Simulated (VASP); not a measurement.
A run of VASP 6.6.1 is set up as follows.

The input INCAR:

```
SYSTEM = SiC
PREC     = Accurate       ! precision mode
ENCUT    = 600            ! plane-wave cutoff, eV
EDIFF    = 1E-7           ! SCF threshold, eV
ISMEAR   = 0              ! smearing method
SIGMA    = 0.1            ! smearing width, eV
LREAL    = .FALSE.        ! projectors in reciprocal space
LASPH    = .TRUE.         ! aspherical terms in the spheres
NELM     = 120            ! most SCF steps
ALGO     = Normal         ! electronic algorithm
ISIF     = 3              ! what is computed and relaxed
LWAVE    = .FALSE.        ! write WAVECAR
LCHARG   = .FALSE.        ! write CHGCAR
GGA      = PS             ! functional
IBRION   = 2              ! ionic algorithm
NSW      = 70             ! ionic steps
EDIFFG   = -0.004         ! ionic threshold
PSTRESS  = 9.999999999999999e-06
GGA_COMPAT= .FALSE.      
NELMIN   = 4
```

KPOINTS

```
regular mesh
0
G
  16 16 16
  0 0 0
```

File POSCAR:

```
SiC
1.0
    0.0000000000      2.0168355651      2.0168355651
    2.0168355651      0.0000000000      2.0168355651
    2.0168355651      2.0168355651      0.0000000000
C Si
1 1
Direct
    0.0000000000      0.0000000000      0.0000000000
    0.5000000000      0.5000000000      0.5000000000
```

Potentials or basis: VASP PAW PBE potentials, release 64 (C, Si).

Run with:

```sh
$ cat potpaw_PBE.64/C/POTCAR potpaw_PBE.64/Si/POTCAR > POTCAR
$ mpirun -np 1 vasp_std > vasp.out
```

Q: What does it give for the relaxed cell?

A: a = 2.854 Å, b = 2.854 Å, c = 2.854 Å, α = 60.00°, β = 60.00°, γ = 60.00°.

Q: Estimate the space group after relaxing (to 0.05 Å).

A: Fm-3m (No. 225).

Final structure:
```cif
data_structure
_symmetry_space_group_name_H-M 'P 1'
_symmetry_Int_Tables_number 1
_cell_length_a 2.8539
_cell_length_b 2.8539
_cell_length_c 2.8539
_cell_angle_alpha 60.000
_cell_angle_beta 60.000
_cell_angle_gamma 60.000
_cell_volume 16.44
loop_
_atom_site_label
_atom_site_type_symbol
_atom_site_fract_x
_atom_site_fract_y
_atom_site_fract_z
_atom_site_occupancy
C1 C 0.00000 0.00000 0.00000 1
Si1 Si 0.50000 0.50000 0.50000 1
```

Caveat: the cell is relaxed towards a set pressure, so the enthalpy falls and the energy may rise.
